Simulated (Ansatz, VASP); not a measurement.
## Mo in VASP and in Ansatz

```xyz
1
Lattice="2.5987 0.0000 0.0000 -1.2994 2.2506 0.0000 0.0000 0.0000 2.5552" Properties=species:S:1:pos:R:3 pbc="T T T"
Mo    0.0000    0.0000    1.2776
```

Change from the starting cell: strain -0.050 along x and y, +0.000 along z, atoms carried along.

Alike in both runs: task single point; functional PBEsol; k mesh 18 × 18 × 18; occupations gaussian, width 0.15 eV; no spin polarisation.

|  | VASP | Ansatz |
| --- | --- | --- |
| version | VASP 6.6.1 | Ansatz 0.2.0 |
| potentials or method | VASP PAW PBE potentials, release 64 (Mo_sv), cutoff 520 eV | scalar-relativistic, plane waves, PAW |
| valence electrons in the cell | 14 | 14 |

|  | VASP | Ansatz | Ansatz less VASP |
| --- | --- | --- | --- |
| gap on the k mesh at the Fermi level (eV) | none | none | - |
| pressure (GPa) | 25.2 | 24.4 | -0.79 |
| traceless stress, the component that is largest in VASP (GPa) | -21.91 | -21.86 | +0.056 |

VASP's potentials were made for PBE, not for PBEsol. A gap of «none» marks a metal or a gap that the smearing closes.
